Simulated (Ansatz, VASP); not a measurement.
# One calculation of Sb, two programs

POSCAR

```
Sb
1.0
    4.6165009761      0.0000000000      0.0000000000
    0.0000000000      4.5078102492      0.0000000000
   -1.3464181047      0.0000000000      6.4891708272
Sb
4
Direct
    0.3399300000      0.2500000000      0.6836700000
    0.9366380000      0.7500000000      0.7627580000
    0.0633620000      0.2500000000      0.2372420000
    0.6600700000      0.7500000000      0.3163300000
```

File INCAR.step1:

```
SYSTEM = Sb
PREC = Accurate
ENCUT = 520
ISMEAR = -1
SIGMA = 0.05
LREAL = .False.
LASPH = .True.
NELM = 80
NBANDS = 18
GGA = PE
ALGO = Normal
EDIFF = 1E-4
LWAVE = .True.
LCHARG = .False.
```

Contents of INCAR.step2:

```
SYSTEM = Sb
PREC = Accurate
ENCUT = 520
EDIFF = 1E-6
ISMEAR = -1
SIGMA = 0.05
LREAL = .False.
LASPH = .True.
NELM = 80
ALGO = Normal
ISIF = 2
LWAVE = .False.
LCHARG = .False.
METAGGA = R2SCAN
LMIXTAU = .True.
NBANDS = 18
ISTART = 1
```

File KPOINTS:

```
regular mesh
0
Gamma
  6 6 4
  0 0 0
```

The input input.yaml:

```yaml
crystal:
  lattice:
    - [4.6165009761, 0.0, 0.0]
    - [0.0, 4.5078102492, 0.0]
    - [-1.3464181047, 0.0, 6.4891708272]
  atoms:
    - { symbol: Sb, position: [0.33993, 0.25, 0.68367] }
    - { symbol: Sb, position: [0.936638, 0.75, 0.762758] }
    - { symbol: Sb, position: [0.063362, 0.25, 0.237242] }
    - { symbol: Sb, position: [0.66007, 0.75, 0.31633] }
hamiltonian:
  xc: r2scan
  pseudopotentials: { kind: paw }
kpoints:
  mp_grid: { grid: [6, 6, 4] }
scf:
  occupations: { method: fermi_dirac, width: 0.05 }
output:
  forces: true
  stress: true
  eigenvalues: true
```

Alike in both runs: task single point; functional r2SCAN; k mesh 6 × 6 × 4; occupations fermi-dirac, width 0.05 eV; no spin polarisation.

```csv
,VASP,Ansatz
version,VASP 6.6.1,Ansatz 0.2.0
potentials or method,"VASP PAW PBE potentials, release 64 (Sb)",Ansatz PAW
plane-wave cutoff (eV),520,500
valence electrons in the cell,20,60
```

|  | VASP | Ansatz | Ansatz less VASP |
| --- | --- | --- | --- |
| gap on the k mesh at the Fermi level (eV) | none | none | - |
| pressure (GPa) | -3.2 | -3.2 | -0.03 |
| traceless stress, the component that is largest in VASP (GPa) | -0.80 | -0.79 | +0.015 |
| rms of the force components (eV/Å) | 0.336 | 0.354 | +0.0176 |

VASP's potentials were made for PBE, not for r2SCAN. Atom by atom the forces differ by 0.018 eV/Å (rms over components). A gap of «none» marks a metal or a gap that the smearing closes. With one functional, cell and mesh, what is left measures potentials, basis and numerics. VASP's potentials hold 20 valence electrons a cell and Ansatz's 60, so a difference there can come from the potentials and not from the codes.

Neither program's run includes spin-orbit coupling.
